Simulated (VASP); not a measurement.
# Sb: single point with BLYP

The system is Sb.

```
Sb
1.0
     3.39099    0.00000    0.00000
    -1.69549    2.93668    0.00000
     0.00000    0.00000   11.70404
Sb
4
Direct
  0.00000 0.00000 0.00000
  0.00000 0.00000 0.50000
  0.33333 0.66667 0.25000
  0.66667 0.33333 0.75000
```

This cell differs from its parent crystal: volume scaled by 0.96.

```
Program                : VASP 6.6.1
Task                   : single point
Functional             : BLYP
Potentials or basis    : VASP PAW PBE potentials, release 64 (Sb)
Cutoff                 : 520 eV
k mesh                 : 12 × 12 × 3
Occupations            : fermi-dirac, width 0.1 eV
Spin                   : no spin polarisation
Dipole correction      : no
Further INCAR settings : ALGO = Normal; EDIFF = 1e-06; NBANDS = 18
```

| Quantity | Value |
| --- | --- |
| Pressure | 2.2 GPa |
| Band gap on the k mesh | zero (band 10 reaches 11.89 eV, above the bottom of band 11 at 5.91 eV) |

Stress tensor (GPa, compression positive):
```
2.38 0.00 0.00
0.00 2.38 0.00
0.00 0.00 1.70
```

Levels at points of the mesh, in eV from the Fermi level:
```tsv
k point	band 7	band 8	band 9	band 10	band 11	band 12	band 13	band 14
(0.00, 0.00, 0.00)	-1.34	3.65	3.65	3.89	4.21	4.21	4.23	4.23
(0.50, 0.00, 0.00)	-3.86	-3.50	-1.52	-0.78	0.70	1.21	1.65	1.67
```

It took 40 s on 1 thread of Intel(R) Xeon(R) 6975P-C (Granite Rapids), with other jobs on the host, peak memory 0.26 GiB.

Caveat: the PAW data sets were made with another functional, which shifts forces and pressure a little; spin-orbit coupling is left out, which moves the levels of the heavy elements.
